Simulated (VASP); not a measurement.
Write the native input for VASP 6.6.1 that does the following.

```yaml
Task: single point
Functional: PBE
Potentials_or_basis: VASP PAW PBE potentials, release 64 (Te, W_sv)
Cutoff: 520 eV
k_mesh: 7 × 7 × 7
Occupations: fermi-dirac, width 0.05 eV
Spin: no spin polarisation
Dipole_correction: no
Further_INCAR_settings: ALGO = Normal; EDIFF = 1e-06; NBANDS = 24
```

The structure of TeW2 lies in POSCAR:

```
TeW2
1.0
    0.0000000000      3.1299451300      3.1299451300
    3.1299451300      0.0000000000      3.1299451300
    3.1299451300      3.1299451300      0.0000000000
Te W
1 2
Direct
    0.0000000000      0.0000000000      0.0000000000
    0.2500000000      0.2500000000      0.2500000000
    0.7500000000      0.7500000000      0.7500000000
```

One way to write it, as run:

INCAR

```
ALGO = Normal
EDIFF = 1E-6
ENCUT = 520
GGA = PE
ISIF = 2
ISMEAR = -1
LASPH = T
LCHARG = F
LREAL = F
LWAVE = F
NBANDS = 24
NELM = 60
PREC = Accurate
SIGMA = 0.05
```

KPOINTS

```
k-points
0
Gamma
  7 7 7
```

Potentials or basis: VASP PAW PBE potentials, release 64 (Te, W_sv).

Run with:

```console
$ cat potpaw_PBE.64/Te/POTCAR potpaw_PBE.64/W_sv/POTCAR > POTCAR
$ mpirun -np 1 vasp_std > vasp.out
```

It gave:

* Pressure: -0.9 GPa
* Band gap on the k mesh: zero (bands 17 and 18 overlap by 1.94 eV)

Caveat: spin-orbit coupling is left out, which moves the levels of the heavy elements.

Run time: 17 s on 1 thread of Intel(R) Xeon(R) 6975P-C (Granite Rapids), with other jobs on the host, peak memory 0.2 GiB.
